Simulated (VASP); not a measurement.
Input of a VASP 6.6.1 run:

INCAR

```
PREC = Accurate ; ENCUT = 520
EDIFF = 1E-7 ; ISMEAR = 0
SIGMA = 0.1 ; LREAL = False
LASPH = True ; NELM = 80
ALGO = Normal ; ISIF = 2
LWAVE = False ; LCHARG = True
GGA = PE ; LELF = True
LVHAR = True ; NBANDS = 39
```

KPOINTS

```
Automatic mesh
0
Gamma
  4 4 2
```

File POSCAR:

```
Ba2SnC6
1.0
    4.2571312785      0.0000000000      0.0000000000
    0.0000000000      4.2571312785      0.0000000000
    0.0000000000      0.0000000000      8.3419366260
Ba Sn C
2 1 6
Direct
    0.0000000000      0.5000000000      0.5000000000
    0.5000000000      0.0000000000      0.5000000000
    0.5000000000      0.5000000000      0.0000000000
    0.0000000000      0.5000000000      0.8146353157
    0.5000000000      0.0000000000      0.8146353157
    0.0000000000      0.5000000000      0.1853646843
    0.5000000000      0.0000000000      0.1853646843
    0.5000000000      0.5000000000      0.7433349122
    0.5000000000      0.5000000000      0.2566650878
```

Potentials or basis: VASP PAW PBE potentials, release 64 (Ba_sv, Sn_d, C).

The run is started by

```sh
$ cat potpaw_PBE.64/Ba_sv/POTCAR potpaw_PBE.64/Sn_d/POTCAR potpaw_PBE.64/C/POTCAR > POTCAR
$ mpirun -np 1 vasp_std > vasp.out
```

(1) What does it give for the largest force?

(2) What does it give for the band gap on the k mesh?

(3) What does it give for the pressure?

Answers

(1) 0.172 eV/Å.

(2) zero (bands 29 and 30 overlap by 1.21 eV).

(3) 2.0 GPa.

Caveat: the k points lie up to 0.38 Å⁻¹ apart, too coarse for converged energies and pressures of a metal; spin-orbit coupling is left out, which moves the levels of the heavy elements.
